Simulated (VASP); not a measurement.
# H2C18O in VASP: a series of runs

The runs below take H2C18O through single point, with PBE.

Program: VASP 6.6.1. These are calculated values, not measurements. Logs are shortened: lines on timing, memory, paths and dates and some standing lists are left out, and cuts for length are marked.

## 1. The cell of the first run

The cell holds a slab with vacuum, 21 atoms: a = 7.398 Å, b = 7.398 Å, c = 12.000 Å, α = 90.00°, β = 90.00°, γ = 120.00°.

## 2. Single point, PBE

INCAR reads:

```
PREC     = Accurate       # precision mode
ENCUT    = 520            # plane-wave cutoff, eV
EDIFF    = 1E-6           # SCF threshold, eV
ISMEAR   = -1             # smearing method
SIGMA    = 0.02           # smearing width, eV
LREAL    = Auto         
LASPH    = True           # aspherical terms in the spheres
NELM     = 100            # most SCF steps
ALGO     = Normal         # electronic algorithm
ISIF     = 2              # what is computed and relaxed
LWAVE    = False          # write WAVECAR
LCHARG   = False          # write CHGCAR
GGA      = PE             # functional
NBANDS   = 56             # bands
```

KPOINTS reads:

```
regular mesh
0
Gamma
  2 2 1
```

POSCAR reads:

```
H2C18O
1.0
    7.3980000000      0.0000000000      0.0000000000
   -3.6990000000      6.4068560000      0.0000000000
    0.0000000000      0.0000000000     12.0000000000
C O H
18 1 2
Direct
   -0.0052007944     -0.0014710350      0.0570435214
    0.2153748240      0.1088578763      0.0571280153
   -0.0073281250      0.3315475760      0.0571648665
    0.2175866305      0.4440169763      0.0571100791
   -0.0055431820      0.6670932530      0.0570448214
    0.2157396053      0.7776809264      0.0571176592
    0.3260076644     -0.0017723351      0.0571405200
    0.5509042492      0.1106684777      0.0571370988
    0.3278625873      0.3337793101      0.0570878989
    0.5490835496      0.4444234194      0.0569828071
    0.3282216362      0.6652439479      0.0570760526
    0.5487319272      0.7754757318      0.0569714674
    0.6611245874      0.0003509286      0.0570866598
    0.8823610760      0.1109920062      0.0571180576
    0.6614735970      0.3319231147      0.0571188108
    0.8820163660      0.4421707580      0.0571471845
    0.6593092355      0.6648876251      0.0568644747
    0.8841351145      0.7773013647      0.0569104875
    0.8018026171      0.7245210734      0.3640406929
    0.8729524475      0.6458726505      0.3525519212
    0.9130931867      0.8687449542      0.3594897032
```

Potentials or basis: VASP PAW PBE potentials, release 64 (C, O, H).

On the command line:

```
cat potpaw_PBE.64/C/POTCAR potpaw_PBE.64/O/POTCAR potpaw_PBE.64/H/POTCAR > POTCAR
mpirun -np 1 vasp_std > vasp.out
```

OUTCAR:

```text
PREC = Accurate
   ENCUT = 520
   EDIFF = 1E-6
   ISMEAR = -1
   LREAL = Auto
   LASPH = True
   NELM = 100
   ISIF = 2
   GGA = PE

 ion  position               nearest neighbor table
   1  0.995  0.999  0.057-   2 1.41  18 1.42  14 1.44
   2  0.215  0.109  0.057-   1 1.41   7 1.42   9 1.44
   3  0.993  0.332  0.057-  14 1.41  16 1.42   4 1.44
   4  0.218  0.444  0.057-   9 1.41  11 1.42   3 1.44
   5  0.994  0.667  0.057-  18 1.41   6 1.42  16 1.44
   6  0.216  0.778  0.057-   7 1.41   5 1.42  11 1.44
[... 10 lines left out ...]
  17  0.659  0.665  0.057-  10 1.41  12 1.42  18 1.44
  18  0.884  0.777  0.057-   5 1.41   1 1.42  17 1.44
  19  0.802  0.725  0.364-  21 0.97  20 0.97
  20  0.873  0.646  0.353-  19 0.97
  21  0.913  0.869  0.359-  19 0.97

  LATTYP: Found a hexagonal cell.
 ALAT       =     7.3980000000
 C/A-ratio  =     1.6220600162

  Lattice vectors:

 A1 = (   7.3980000000,   0.0000000000,   0.0000000000)
 A2 = (  -3.6990000000,   6.4068560000,   0.0000000000)
 A3 = (   0.0000000000,   0.0000000000,  12.0000000000)

Analysis of symmetry for initial positions (statically):
=====================================================================
 Subroutine PRICEL returns:
 Original cell was already a primitive cell.

 Routine SETGRP: Setting up the symmetry group for a
 hexagonal supercell.

 Subroutine GETGRP returns: Found  1 space group operations
 (whereof  1 operations were pure point group operations)
 out of a pool of 24 trial point group operations.

The static configuration has the point symmetry C_1 .

Analysis of symmetry for dynamics (positions and initial velocities):
=====================================================================
 Subroutine PRICEL returns:
 Original cell was already a primitive cell.

 Routine SETGRP: Setting up the symmetry group for a
 hexagonal supercell.

 Subroutine GETGRP returns: Found  1 space group operations
 (whereof  1 operations were pure point group operations)
 out of a pool of 24 trial point group operations.

The dynamic configuration has the point symmetry C_1 .

 Subroutine INISYM returns: Found  1 space group operations
 (whereof  1 operations are pure point group operations),
 and found     1 'primitive' translations

----------------------------------------------------------------------------------------

                                     Primitive cell

  volume of cell :     568.7750

  direct lattice vectors                    reciprocal lattice vectors
     7.398000000  0.000000000  0.000000000     0.135171668  0.078041398  0.000000000
    -3.699000000  6.406856000  0.000000000     0.000000000  0.156082796  0.000000000
     0.000000000  0.000000000 12.000000000     0.000000000  0.000000000  0.083333333

  length of vectors
     7.398000000  7.398000054 12.000000000     0.156082797  0.156082796  0.083333333

  position of ions in fractional coordinates (direct lattice)
     0.994799206  0.998528965  0.057043521
     0.215374824  0.108857876  0.057128015
     0.992671875  0.331547576  0.057164867
     0.217586631  0.444016976  0.057110079
     0.994456818  0.667093253  0.057044821
     0.215739605  0.777680926  0.057117659
[... 13 lines left out ...]
     0.872952447  0.645872651  0.352551921
     0.913093187  0.868744954  0.359489703

  ion indices of the primitive-cell ions
   primitive index   ion index
                 1           1
                 2           2
                 3           3
                 4           4
                 5           5
                 6           6
[... 13 lines left out ...]
                20          20
                21          21

----------------------------------------------------------------------------------------

 KPOINTS: regular mesh

Automatic generation of k-mesh.
 Grid dimensions read from file:
 generate k-points for:    2    2    1

 Generating k-lattice:

  Cartesian coordinates                     Fractional coordinates (reciprocal lattice)
     0.067585834  0.039020699  0.000000000     0.500000000  0.000000000  0.000000000
     0.000000000  0.078041398  0.000000000     0.000000000  0.500000000  0.000000000
     0.000000000  0.000000000  0.083333333     0.000000000  0.000000000  1.000000000

  Length of vectors
     0.078041399  0.078041398  0.083333333

  Shift w.r.t. Gamma in fractional coordinates (k-lattice)
     0.000000000  0.000000000  0.000000000

 Subroutine IBZKPT returns following result:
 ===========================================

 Found      4 irreducible k-points:

 Following reciprocal coordinates:
            Coordinates               Weight
  0.000000  0.000000  0.000000      1.000000
  0.500000  0.000000  0.000000      1.000000
  0.000000  0.500000  0.000000      1.000000
  0.500000  0.500000  0.000000      1.000000
   k-points           NKPTS =      4   k-points in BZ     NKDIM =      4   number of bands    NBANDS=     56
   number of dos      NEDOS =    301   number of ions     NIONS =     21
   total plane-waves  NPLWV = 282240
   dimension x,y,z NGX =    56 NGY =   56 NGZ =   90
   dimension x,y,z NGXF=   112 NGYF=  112 NGZF=  180
   ions per type =              18   1   2
   NGX,Y,Z   is equivalent  to a cutoff of  12.58, 12.58, 12.47 a.u.
   NGXF,Y,Z  is equivalent  to a cutoff of  25.17, 25.17, 24.94 a.u.
 SYSTEM =  unknown system
   PREC   = accura    normal or accurate (medium, high low for compatibility)
   ISTART =      0    job   : 0-new  1-cont  2-samecut
   ICHARG =      2    charge: 1-file 2-atom 10-const
   ISPIN  =      1    spin polarized calculation?
   LNONCOLLINEAR =      F non collinear calculations
   LSORBIT =      F    spin-orbit coupling
   LASPH  =      T    aspherical Exc in radial PAW
   ENCUT  =  520.0 eV  38.22 Ry    6.18 a.u.  13.76 13.76 22.31*2*pi/ulx,y,z
   NELM   =    100;   NELMIN=  2; NELMDL= -5     # of ELM steps
   EDIFF  = 0.1E-05   stopping-criterion for ELM
   LREAL  =      T    real-space projection
   EDIFFG = 0.1E-04   stopping-criterion for IOM
   NSW    =      0    number of steps for IOM
   IBRION =     -1    ionic relax: 0-MD 1-quasi-New 2-CG
   NFREE  =      0    steps in history (QN), initial steepest desc. (CG)
   ISIF   =      2    stress and relaxation
   ISYM   =      2    0-nonsym 1-usesym 2-fastsym
   POTIM  = 0.5000    time-step for ionic-motion
   TEBEG  =    0.0;   TEEND  =   0.0 temperature during run
   PSTRESS=    0.0 pullay stress
   NELECT =      80.0000    total number of electrons
   NUPDOWN=      -1.0000    fix difference up-down
   EMIN   =  10.00;   EMAX   =-10.00  energy-range for DOS
   EFERMI =   0.00;   METHOD = LEGACY
   ISMEAR =    -1;   SIGMA  =   0.02  broadening in eV -4-tet -1-fermi 0-gaus
   EFERMI_NEDOS =   21; number of points for ismear=-14 and -15
   IALGO  =     38    algorithm
   IMIX   =      4    mixing-type and parameters
     AMIX     =   0.40;   BMIX     =  1.00
     AMIX_MAG =   1.60;   BMIX_MAG =  1.00
  volume/ion in A,a.u.               =      27.08       182.78
  Fermi-wavevector in a.u.,A,eV,Ry     =   0.851382  1.608879  9.862209  0.724852
  Thomas-Fermi vector in A             =   1.967507
   LORBIT       =      0    0 simple, 1 ext, 2 COOP (PROOUT), +10 PAW based schemes
   GGA     = PE    functional components
   LHFCALC =     F    Hartree Fock is set to
   AEXX    =    0.0000 exact exchange contribution
   IVDW    =     0    specifies the selected vdW correction
   LEPSILON=     F    determine dielectric tensor
   LRPA    =     F    only Hartree local field effects (RPA)
 non-spin polarized calculation
  energy-cutoff  :      520.00
  volume of cell :      568.78
 maximum number of plane-waves:     15363
 NGX is ok and might be reduce to    56
   NGX = 27   NGY = 27   NGZ = 45

 number of electron      80.0000005 magnetization

 Free energy of the ion-electron system (eV)
  ---------------------------------------------------
  ext. energy  EPLUGINS =         0.00000000
  ---------------------------------------------------
  free energy    TOTEN  =      -179.87028313 eV

  energy without entropy =     -179.86916293  energy(sigma->0) =     -179.86972303

 E-fermi :  -1.5773     XC(G=0):  -4.1382

 val. band max:       -1.6838346134   @ k =   0.0000   0.0000   0.0000
 cond. band min:      -1.4713679966   @ k =   0.0000   0.0000   0.0000
 fundamental gap:      0.2124666168
 Fermi energy:        -1.5773206894

 k-point     1 :       0.0000    0.0000    0.0000
  band No.  band energies     occupation
      1     -22.7000      2.00000
      2     -21.1009      2.00000
      3     -18.6061      2.00000
      4     -18.5953      2.00000
      5     -18.4878      2.00000
      6     -18.4831      2.00000
[... 44 lines left out ...]
     51       3.4388      0.00000
     52       3.9900      0.00000

 k-point     2 :       0.5000    0.0000    0.0000
  band No.  band energies     occupation
      1     -22.7000      2.00000
      2     -20.4521      2.00000
      3     -20.4418      2.00000
      4     -19.1979      2.00000
      5     -19.1106      2.00000
      6     -16.7076      2.00000
[... 44 lines left out ...]
     51       3.9177      0.00000
     52       4.1414      0.00000

 k-point     3 :       0.0000    0.5000    0.0000
  band No.  band energies     occupation
      1     -22.7000      2.00000
      2     -20.4504      2.00000
      3     -20.4435      2.00000
      4     -19.1991      2.00000
      5     -19.1093      2.00000
      6     -16.7086      2.00000
[... 44 lines left out ...]
     51       4.0896      0.00000
     52       4.1269      0.00000

 k-point     4 :       0.5000    0.5000    0.0000
  band No.  band energies     occupation
      1     -22.7000      2.00000
      2     -20.4510      2.00000
      3     -20.4428      2.00000
      4     -19.1989      2.00000
      5     -19.1095      2.00000
      6     -16.7085      2.00000
[... 44 lines left out ...]
     51       4.0705      0.00000
     52       4.0784      0.00000
 [bands above 52 left out]

------------------------ aborting loop because EDIFF is reached ----------------------------------------

  FORCE on cell =-STRESS in cart. coord.  units (eV):
  Direction    XX          YY          ZZ          XY          YZ          ZX
  --------------------------------------------------------------------------------------
  -------------------------------------------------------------------------------------
  Total        1.5949593      1.7591975     -0.1256430     -0.0648720      0.0083149     -0.0025119
  in kB        4.4928264      4.9554678     -0.3539225     -0.1827373      0.0234222     -0.0070758
  external PRESSURE =       3.0314572 kB  Pullay stress =       0.0000000 kB

 VOLUME and BASIS-vectors are now :
 -----------------------------------------------------------------------------
  energy-cutoff  :      520.00
  volume of cell :      568.78
      direct lattice vectors                 reciprocal lattice vectors
     7.398000000  0.000000000  0.000000000     0.135171668  0.078041398  0.000000000
    -3.699000000  6.406856000  0.000000000     0.000000000  0.156082796  0.000000000
     0.000000000  0.000000000 12.000000000     0.000000000  0.000000000  0.083333333

 POSITION                                       TOTAL-FORCE (eV/Angst)
 -----------------------------------------------------------------------------------
      3.66597      6.39743      0.68452        -0.004992      0.001789      0.000326
      1.19068      0.69744      0.68554         0.003214     -0.002113      0.004871
      6.11739      2.12418      0.68598         0.001049      0.004940      0.004789
     -0.03271      2.84475      0.68532        -0.004293     -0.001178      0.001941
      4.88941      4.27397      0.68454         0.000256     -0.002982     -0.004744
     -1.28060      4.98249      0.68541        -0.001419     -0.004008      0.001154
[... 13 lines left out ...]
      4.06902      4.13801      4.23062         0.072984     -0.113323     -0.012224
      3.54158      5.56592      4.31388        -0.018107      0.135750      0.003846
 -----------------------------------------------------------------------------------
    total drift:                               -0.010558     -0.014416      0.028144

  FREE ENERGIE OF THE ION-ELECTRON SYSTEM (eV)
  ---------------------------------------------------
  free  energy   TOTEN  =      -179.8702831332 eV

  energy  without entropy=     -179.8691629350  energy(sigma->0) =     -179.86972303
```

It took 5.5 min on 1 thread of Oxide Virtual Turin-like, shared host; peak memory 0.56 GiB.

What came out:

| Property | Result |
| --- | --- |
| Free energy | -179.8703 eV |
| Largest force | 0.137 eV/Å |
| Band gap on the k mesh | 0.21 eV, direct |

Forces on the atoms (eV/Å):
```
C   -0.005  0.002  0.000
C    0.003 -0.002  0.005
C    0.001  0.005  0.005
C   -0.004 -0.001  0.002
C    0.000 -0.003 -0.005
C   -0.001 -0.004  0.001
C    0.004  0.004  0.000
C   -0.005 -0.004  0.002
C    0.001 -0.006 -0.007
C    0.001 -0.002  0.003
C   -0.005  0.005 -0.001
C   -0.001 -0.003 -0.005
C    0.002 -0.004 -0.001
C    0.003 -0.005  0.000
C   -0.002  0.006  0.003
C   -0.002  0.005 -0.003
C    0.005  0.003  0.000
C    0.002 -0.001  0.000
O   -0.052 -0.018  0.008
H    0.073 -0.113 -0.012
H   -0.018  0.136  0.004
```

Levels at points of the mesh, in eV from the valence-band top:
```csv
k point,band 38,band 39,band 40,band 41,band 42,band 43
"(0.00, 0.00, 0.00)",-2.90,0.00,0.00,0.21,0.22,2.74
"(0.50, 0.00, 0.00)",-2.53,-2.52,-2.25,1.79,2.58,2.59
"(0.00, 0.50, 0.00)",-2.52,-2.51,-2.25,1.78,2.59,2.60
"(0.50, 0.50, 0.00)",-2.52,-2.51,-2.25,1.78,2.59,2.59
```

Caveat: the k points lie up to 0.49 Å⁻¹ apart.

## 3. Single point, PBE

INCAR reads:

```
PREC = Accurate ; ENCUT = 520
EDIFF = 1E-6 ; ISMEAR = -1
SIGMA = 0.02 ; LREAL = Auto
LASPH = True ; NELM = 60
ALGO = Normal ; ISIF = 2
LWAVE = False ; LCHARG = False
GGA = PE ; NBANDS = 56
```

KPOINTS is that of step 2.

POSCAR reads:

```
H2C18O
1.0
    7.3980000000      0.0000000000      0.0000000000
   -3.6990000000      6.4068560000      0.0000000000
    0.0000000000      0.0000000000     12.0000000000
C O H
18 1 2
Direct
   -0.0144299474      0.0006097311      0.0763964624
    0.2080795012      0.1085696605      0.0671251708
   -0.0138264108      0.3308636893      0.0674939013
    0.2077516044      0.4410881418      0.0634718484
   -0.0123205133      0.6607529191      0.0808420196
    0.2065796776      0.7718696163      0.0743434551
    0.3192799726     -0.0005153710      0.0736595633
    0.5378534991      0.1110293154      0.0791963828
    0.3187219085      0.3301599529      0.0632050085
    0.5402223295      0.4406293766      0.0673605531
    0.3178948765      0.6624658844      0.0675911341
    0.5402496994      0.7696088801      0.0765646642
    0.6520928134     -0.0032205644      0.1058279843
    0.8790459026      0.1085954808      0.0762922582
    0.6493228414      0.3294630735      0.0738011666
    0.8767174545      0.4419242915      0.0745996256
    0.6477523047      0.6627718175      0.0766618757
    0.8734369345      0.7747823130      0.1113458353
    0.8589128400      0.7713955973      0.2353491261
    0.6543401069      0.9950698089      0.1988921224
    1.0016874048      0.8417373454      0.2633131122
```

Potentials or basis: VASP PAW PBE potentials, release 64 (C, O, H).

On the command line:

```
cat potpaw_PBE.64/C/POTCAR potpaw_PBE.64/O/POTCAR potpaw_PBE.64/H/POTCAR > POTCAR
mpirun -np 1 vasp_std > vasp.out
```

It took 6.4 min on 1 thread of Oxide Virtual Turin-like, shared host; peak memory 0.56 GiB.

Results (log left out):

* Free energy: -177.4808 eV
* Largest force: 0.109 eV/Å
* Band gap on the k mesh: 0.35 eV, direct

Forces in eV/Å, atoms in the order of the input:
```
C    0.011 -0.019 -0.006
C    0.004  0.000 -0.006
C    0.002 -0.001  0.017
C    0.004 -0.001 -0.014
C   -0.017  0.005  0.004
C    0.000  0.009 -0.001
C   -0.007 -0.008  0.001
C    0.009 -0.001 -0.001
C    0.006  0.003  0.002
C    0.003  0.003 -0.007
C    0.000 -0.001 -0.003
C   -0.001  0.017 -0.004
C   -0.001  0.003 -0.008
C   -0.012  0.002 -0.017
C    0.010  0.007  0.011
C   -0.017 -0.006 -0.021
C    0.014 -0.001 -0.006
C   -0.011 -0.012 -0.086
O   -0.072 -0.042  0.050
H    0.000 -0.001  0.030
H    0.076  0.044  0.065
```

Levels at points of the mesh, in eV from the valence-band top:
```csv
k point,band 36,band 37,band 38,band 39,band 40,band 41,band 42,band 43,band 44,band 45
"(0.00, 0.00, 0.00)",-2.86,-2.45,-2.33,-1.58,0.00,0.35,1.81,2.41,3.29,4.19
"(0.50, 0.00, 0.00)",-2.77,-2.47,-2.26,-2.16,-0.96,0.76,2.14,2.61,2.87,3.75
"(0.00, 0.50, 0.00)",-2.91,-2.50,-2.38,-2.06,-0.95,0.75,2.15,2.62,2.83,3.67
"(0.50, 0.50, 0.00)",-2.48,-2.46,-2.38,-2.30,-2.04,1.92,2.27,2.60,2.76,2.80
```

Caveat: the k points lie up to 0.49 Å⁻¹ apart.
